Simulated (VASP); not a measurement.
# C (Imma) in VASP: notebook

Runs on C. Level: r2SCAN. Tasks: single point.

Everything below comes from runs of VASP 6.6.1. Logs are shortened: lines on timing, memory, paths and dates and some standing lists are left out, and cuts for length are marked.

## 1. The cell of the first run

It takes space group Imma (No. 74, orthorhombic). The conventional cell has a = 2.428 Å, b = 2.617 Å, c = 3.567 Å, α = 90.00°, β = 90.00°, γ = 90.00°. Within 2.0 Å of C (site symmetry mm2) lie 4 C at 1.51 to 1.58 Å.

## 2. Single point, r2SCAN (strain +0.0750 x Voigt [0, 0, 0, 1, 0, 0])

File POSCAR:

```
C
1.0
    0.0000000000      1.8502775000      1.8502775000
    1.7834000000      0.0668775000      1.7834000000
    1.7834000000      1.7834000000      0.0668775000
C
2
Direct
    0.5000000000      0.5000000000      0.5000000000
    0.7500000000      0.7500000000      0.7500000000
```

File INCAR.step1:

```
  ALGO = Normal
  EDIFF = 1E-4
  ENCUT = 520
  GGA = PE
  ISMEAR = 0
  LASPH = True
  LCHARG = False
  LREAL = False
  LWAVE = True
  NBANDS = 11
  NELM = 100
  PREC = Accurate
  SIGMA = 0.05
```

File INCAR.step2:

```
  ALGO = Normal
  EDIFF = 1E-6
  ENCUT = 520
  ISIF = 2
  ISMEAR = 0
  ISTART = 1
  LASPH = True
  LCHARG = False
  LMIXTAU = True
  LREAL = False
  LWAVE = False
  METAGGA = R2SCAN
  NBANDS = 11
  NELM = 100
  PREC = Accurate
  SIGMA = 0.05
```

File KPOINTS:

```
k-points
0
Gamma
  12 12 12
```

Potentials or basis: VASP PAW PBE potentials, release 64 (C).

Launch:

```console
$ cat potpaw_PBE.64/C/POTCAR > POTCAR
$ cp INCAR.step1 INCAR
$ mpirun -np 1 vasp_std > vasp.out
$ cp INCAR.step2 INCAR
$ mpirun -np 1 vasp_std > vasp.out
```

OUTCAR:

```text
EDIFF = 1E-6
   ENCUT = 520
   ISIF = 2
   ISMEAR = 0
   ISTART = 1
   LASPH = True
   LREAL = False
   METAGGA = R2SCAN
   NELM = 100
   PREC = Accurate

 ion  position               nearest neighbor table
   1  0.500  0.500  0.500-   2 1.51   2 1.51   2 1.58   2 1.58
   2  0.750  0.750  0.750-   1 1.51   1 1.51   1 1.58   1 1.58

  LATTYP: Found a body centered orthorhombic cell.
 ALAT       =     2.4275293996
 B/A-ratio  =     1.0779220779
 C/A-ratio  =     1.4693127921

  Lattice vectors:

 A1 = (  -1.7834000000,   1.7834000000,   0.0668775000)
 A2 = (  -1.7834000000,  -1.7834000000,  -0.0668775000)
 A3 = (   1.7834000000,   0.0668775000,   1.7834000000)

Analysis of symmetry for initial positions (statically):
=====================================================================
 Subroutine PRICEL returns:
 Original cell was already a primitive cell.

 Routine SETGRP: Setting up the symmetry group for a
 body centered orthorhombic supercell.

 Subroutine GETGRP returns: Found  8 space group operations
 (whereof  4 operations were pure point group operations)
 out of a pool of  8 trial point group operations.

The static configuration has the point symmetry C_2v.
 The point group associated with its full space group is D_2h.

Analysis of symmetry for dynamics (positions and initial velocities):
=====================================================================
 Subroutine PRICEL returns:
 Original cell was already a primitive cell.

 Routine SETGRP: Setting up the symmetry group for a
 body centered orthorhombic supercell.

 Subroutine GETGRP returns: Found  8 space group operations
 (whereof  4 operations were pure point group operations)
 out of a pool of  8 trial point group operations.

The dynamic configuration has the point symmetry C_2v.
 The point group associated with its full space group is D_2h.

 Subroutine INISYM returns: Found  8 space group operations
 (whereof  4 operations are pure point group operations),
 and found     1 'primitive' translations

----------------------------------------------------------------------------------------

                                     Primitive cell

  volume of cell :      11.3283

  direct lattice vectors                    reciprocal lattice vectors
     0.000000000  1.850277500  1.850277500    -0.280363351  0.270229736  0.270229736
     1.783400000  0.066877500  1.783400000     0.280363351 -0.291286598  0.291286598
     1.783400000  1.783400000  0.066877500     0.280363351  0.291286598 -0.291286598

  length of vectors
     2.616687535  2.522994990  2.522994990     0.473974502  0.498296471  0.498296471

  position of ions in fractional coordinates (direct lattice)
     0.500000000  0.500000000  0.500000000
     0.750000000  0.750000000  0.750000000

  ion indices of the primitive-cell ions
   primitive index   ion index
                 1           1
                 2           2

----------------------------------------------------------------------------------------

 KPOINTS: k-points

Automatic generation of k-mesh.
 Grid dimensions read from file:
 generate k-points for:   12   12   12

 Generating k-lattice:

  Cartesian coordinates                     Fractional coordinates (reciprocal lattice)
    -0.023363613  0.022519145  0.022519145     0.083333333 -0.000000000 -0.000000000
     0.023363613 -0.024273883  0.024273883     0.000000000  0.083333333 -0.000000000
     0.023363613  0.024273883 -0.024273883     0.000000000  0.000000000  0.083333333

  Length of vectors
     0.039497875  0.041524706  0.041524706

  Shift w.r.t. Gamma in fractional coordinates (k-lattice)
     0.000000000  0.000000000  0.000000000

 Subroutine IBZKPT returns following result:
 ===========================================

 Found    280 irreducible k-points:

 Following reciprocal coordinates:
            Coordinates               Weight
  0.000000  0.000000  0.000000      1.000000
  0.083333  0.000000  0.000000      4.000000
  0.166667  0.000000  0.000000      4.000000
  0.250000  0.000000  0.000000      4.000000
  0.333333  0.000000  0.000000      4.000000
  0.416667  0.000000  0.000000      4.000000
[... 16 lines left out ...]
  0.250000  0.166667  0.000000      8.000000
  0.333333  0.166667 -0.000000      8.000000
 [... further k-points ...]
   k-points           NKPTS =    280   k-points in BZ     NKDIM =    280   number of bands    NBANDS=     11
   number of dos      NEDOS =    301   number of ions     NIONS =      2
   total plane-waves  NPLWV =   8000
   dimension x,y,z NGX =    20 NGY =   20 NGZ =   20
   dimension x,y,z NGXF=    40 NGYF=   40 NGZF=   40
   ions per type =               2
   NGX,Y,Z   is equivalent  to a cutoff of  12.71, 13.18, 13.18 a.u.
   NGXF,Y,Z  is equivalent  to a cutoff of  25.41, 26.36, 26.36 a.u.
 SYSTEM =  unknown system
   PREC   = accura    normal or accurate (medium, high low for compatibility)
   ISTART =      1    job   : 0-new  1-cont  2-samecut
   ICHARG =      0    charge: 1-file 2-atom 10-const
   ISPIN  =      1    spin polarized calculation?
   LNONCOLLINEAR =      F non collinear calculations
   LSORBIT =      F    spin-orbit coupling
   LASPH  =      T    aspherical Exc in radial PAW
   ENCUT  =  520.0 eV  38.22 Ry    6.18 a.u.   4.87  4.69  4.69*2*pi/ulx,y,z
   NELM   =    100;   NELMIN=  2; NELMDL=  0     # of ELM steps
   EDIFF  = 0.1E-05   stopping-criterion for ELM
   LREAL  =      F    real-space projection
   EDIFFG = 0.1E-04   stopping-criterion for IOM
   NSW    =      0    number of steps for IOM
   IBRION =     -1    ionic relax: 0-MD 1-quasi-New 2-CG
   NFREE  =      0    steps in history (QN), initial steepest desc. (CG)
   ISIF   =      2    stress and relaxation
   ISYM   =      2    0-nonsym 1-usesym 2-fastsym
   POTIM  = 0.5000    time-step for ionic-motion
   TEBEG  =    0.0;   TEEND  =   0.0 temperature during run
   PSTRESS=    0.0 pullay stress
   NELECT =       8.0000    total number of electrons
   NUPDOWN=      -1.0000    fix difference up-down
   EMIN   =  10.00;   EMAX   =-10.00  energy-range for DOS
   EFERMI =   0.00;   METHOD = LEGACY
   ISMEAR =     0;   SIGMA  =   0.05  broadening in eV -4-tet -1-fermi 0-gaus
   EFERMI_NEDOS =   21; number of points for ismear=-14 and -15
   IALGO  =     38    algorithm
   IMIX   =      4    mixing-type and parameters
     AMIX     =   0.40;   BMIX     =  1.00
     AMIX_MAG =   1.60;   BMIX_MAG =  1.00
  volume/ion in A,a.u.               =       5.66        38.22
  Fermi-wavevector in a.u.,A,eV,Ry     =   1.457862  2.754960 28.917305  2.125362
  Thomas-Fermi vector in A             =   2.574614
   LORBIT       =      0    0 simple, 1 ext, 2 COOP (PROOUT), +10 PAW based schemes
   METAGGA = R2SCAN    functional components
   LHFCALC =     F    Hartree Fock is set to
   AEXX    =    0.0000 exact exchange contribution
   IVDW    =     0    specifies the selected vdW correction
   LEPSILON=     F    determine dielectric tensor
   LRPA    =     F    only Hartree local field effects (RPA)
 non-spin polarized calculation
 Gauss-broadening in eV      SIGMA  =   0.05
  energy-cutoff  :      520.00
  volume of cell :       11.33
 maximum number of plane-waves:       317
   NGX =  9   NGY =  9   NGZ =  9

 number of electron       8.0000000 magnetization

 Free energy of the ion-electron system (eV)
  ---------------------------------------------------
  ext. energy  EPLUGINS =         0.00000000
  ---------------------------------------------------
  free energy    TOTEN  =       -19.54048517 eV

  energy without entropy =      -19.54048517  energy(sigma->0) =      -19.54048517

 E-fermi :  10.1476     XC(G=0): -14.2632

 val. band max:        9.7672056586   @ k =   0.0000   0.0000   0.0000
 cond. band min:      13.2866057313   @ k =   0.0000   0.5000   0.5000
 fundamental gap:      3.5194000727
 Fermi energy:        10.1475736367

 k-point     1 :       0.0000    0.0000    0.0000
  band No.  band energies     occupation
      1     -13.0016      2.00000
      2       9.6231      2.00000
      3       9.7551      2.00000
      4       9.7672      2.00000
      5      14.4276      0.00000
      6      15.2413      0.00000
      7      16.7723      0.00000
      8      24.0027      0.00000
      9      30.2460      0.00000
     10      37.1414      0.00000
     11      37.3057      0.00000

 k-point     2 :       0.0833    0.0000    0.0000
  band No.  band energies     occupation
      1     -12.8114      2.00000
      2       8.1579      2.00000
      3       9.3879      2.00000
      4       9.4863      2.00000
      5      15.1463      0.00000
      6      16.1025      0.00000
      7      17.1382      0.00000
      8      24.1302      0.00000
      9      30.5181      0.00000
     10      35.1103      0.00000
     11      35.8009      0.00000

 k-point     3 :       0.1667    0.0000    0.0000
  band No.  band energies     occupation
      1     -12.2441      2.00000
      2       5.3198      2.00000
      3       8.7563      2.00000
      4       8.8403      2.00000
      5      16.1153      0.00000
      6      17.7646      0.00000
      7      17.9654      0.00000
      8      24.5314      0.00000
      9      31.0688      0.00000
     10      33.5871      0.00000
     11      34.4793      0.00000
[... 267 lines left out ...]
 k-point    23 :       0.2500    0.1667    0.0000
  band No.  band energies     occupation
      1     -11.2582      2.00000
      2       4.6364      2.00000
      3       6.2660      2.00000
      4       6.7849      2.00000
      5      15.3736      0.00000
      6      20.1595      0.00000
      7      20.6208      0.00000
      8      22.8324      0.00000
      9      30.5939      0.00000
     10      32.4798      0.00000
     11      38.3114      0.00000

 k-point    24 :       0.3333    0.1667   -0.0000
  band No.  band energies     occupation
      1     -10.2305      2.00000
      2       1.9064      2.00000
      3       5.7936      2.00000
      4       6.0752      2.00000
      5      16.2380      0.00000
      6      20.9306      0.00000
      7      21.6816      0.00000
      8      22.8855      0.00000
      9      31.3549      0.00000
     10      32.6169      0.00000
     11      38.0353      0.00000

 [... further k-points ...]

------------------------ aborting loop because EDIFF is reached ----------------------------------------

  FORCE on cell =-STRESS in cart. coord.  units (eV):
  Direction    XX          YY          ZZ          XY          YZ          ZX
  --------------------------------------------------------------------------------------
  -------------------------------------------------------------------------------------
  Total       -0.0483699      0.2074931      0.2074931      0.0000000     -3.1172605      0.0000000
  in kB       -6.8410134     29.3460197     29.3460197      0.0000000   -440.8781329      0.0000000
  external PRESSURE =      17.2836753 kB  Pullay stress =       0.0000000 kB

 VOLUME and BASIS-vectors are now :
 -----------------------------------------------------------------------------
  energy-cutoff  :      520.00
  volume of cell :       11.33
      direct lattice vectors                 reciprocal lattice vectors
     0.000000000  1.850277500  1.850277500    -0.280363351  0.270229736  0.270229736
     1.783400000  0.066877500  1.783400000     0.280363351 -0.291286598  0.291286598
     1.783400000  1.783400000  0.066877500     0.280363351  0.291286598 -0.291286598

 POSITION                                       TOTAL-FORCE (eV/Angst)
 -----------------------------------------------------------------------------------
      1.78340      1.85028      1.85028         0.177453      0.000000      0.000000
      2.67510      2.77542      2.77542        -0.177453     -0.000000     -0.000000
 -----------------------------------------------------------------------------------
    total drift:                                0.000000     -0.000000      0.000000

  FREE ENERGIE OF THE ION-ELECTRON SYSTEM (eV)
  ---------------------------------------------------
  free  energy   TOTEN  =       -19.5404851669 eV

  energy  without entropy=      -19.5404851669  energy(sigma->0) =      -19.54048517
```

It took 3 min on 1 thread of Intel Xeon 8259CL, shared host; peak memory 0.14 GiB.

Results:

```
Free energy            : -19.5405 eV
Pressure               : 1.7 GPa
Largest force          : 0.177 eV/Å
Band gap on the k mesh : 3.52 eV (least direct gap 4.66 eV)
```

Forces on the atoms (eV/Å):
```
C    0.177  0.000  0.000
C   -0.177  0.000  0.000
```

Levels at points of the mesh, in eV from the valence-band top:
```tsv
k point	band 1	band 2	band 3	band 4	band 5	band 6	band 7	band 8	band 9
(0.00, 0.00, 0.00)	-22.77	-0.14	-0.01	0.00	4.66	5.47	7.01	14.24	20.48
(0.50, 0.00, 0.00)	-17.36	-14.05	-2.71	-2.60	8.03	9.74	10.45	16.71	22.62
(0.00, 0.50, 0.00)	-16.25	-14.16	-3.49	-3.21	7.84	8.06	9.63	16.55	22.85
(0.50, 0.50, 0.00)	-13.64	-13.64	-6.67	-6.67	4.97	4.97	17.53	17.53	24.91
(0.00, 0.50, 0.50)	-14.14	-13.21	-7.45	-5.89	3.52	6.59	17.78	17.98	23.81
```

Caveat: the cell differs from its parent crystal (strain +0.0750 x Voigt [0, 0, 0, 1, 0, 0]); the PAW data sets were made with another functional, which shifts forces and pressure a little. A k mesh can miss the band edges.

## 3. Single point, r2SCAN (strain +0.0875 x Voigt [0, 0, 0, 1, 0, 0])

File POSCAR:

```
C
1.0
    0.0000000000      1.8614237500      1.8614237500
    1.7834000000      0.0780237500      1.7834000000
    1.7834000000      1.7834000000      0.0780237500
C
2
Direct
    0.5000000000      0.5000000000      0.5000000000
    0.7500000000      0.7500000000      0.7500000000
```

File INCAR.step1:

```
SYSTEM = C
PREC = Accurate
ENCUT = 520
ISMEAR = 0
SIGMA = 0.05
LREAL = .FALSE.
LASPH = .TRUE.
NELM = 100
NBANDS = 11
GGA = PE
ALGO = Normal
EDIFF = 1E-4
LWAVE = .TRUE.
LCHARG = .FALSE.
```

File INCAR.step2:

```
SYSTEM = C
PREC = Accurate
ENCUT = 520
EDIFF = 1E-6
ISMEAR = 0
SIGMA = 0.05
LREAL = .FALSE.
LASPH = .TRUE.
NELM = 100
ALGO = Normal
ISIF = 2
LWAVE = .FALSE.
LCHARG = .FALSE.
METAGGA = R2SCAN
LMIXTAU = .TRUE.
NBANDS = 11
ISTART = 1
```

File KPOINTS:

```
Automatic mesh
0
G
  12 12 12
  0 0 0
```

Potentials or basis: VASP PAW PBE potentials, release 64 (C).

Launch:

```console
$ cat potpaw_PBE.64/C/POTCAR > POTCAR
$ cp INCAR.step1 INCAR
$ mpirun -np 1 vasp_std > vasp.out
$ cp INCAR.step2 INCAR
$ mpirun -np 1 vasp_std > vasp.out
```

Run time: 2.8 min. Hardware: 1 thread of Intel Xeon 8259CL, shared host; peak memory 0.14 GiB.

It converged, with:

| Item | Value |
| --- | --- |
| Free energy | -19.4980 eV |
| Pressure | 2.8 GPa |
| Largest force | 0.210 eV/Å |
| Band gap on the k mesh | 3.28 eV (least direct gap 4.46 eV) |

Forces in eV/Å, atoms in the order of the input:
```
C    0.210  0.000  0.000
C   -0.210  0.000  0.000
```

Stress tensor (GPa, compression positive):
```
 -0.44   0.00   0.00
  0.00   4.49 -51.54
  0.00 -51.54   4.49
```

Levels at points of the mesh, in eV from the valence-band top:
```csv
k point,band 1,band 2,band 3,band 4,band 5,band 6,band 7,band 8,band 9
"(0.00, 0.00, 0.00)",-22.80,-0.20,-0.02,0.00,4.46,5.35,7.20,14.38,20.51
"(0.50, 0.00, 0.00)",-17.47,-14.07,-2.66,-2.55,7.86,9.88,10.69,16.69,22.42
"(0.00, 0.50, 0.00)",-16.17,-14.19,-3.59,-3.25,7.64,7.92,9.73,16.52,22.74
"(0.50, 0.50, 0.00)",-13.66,-13.66,-6.67,-6.67,4.96,4.96,17.42,17.42,25.00
"(0.00, 0.50, 0.50)",-14.25,-13.17,-7.58,-5.76,3.28,6.87,17.77,18.00,23.67
```

Caveat: the cell differs from its parent crystal (strain +0.0875 x Voigt [0, 0, 0, 1, 0, 0]); the PAW data sets were made with another functional, which shifts forces and pressure a little.
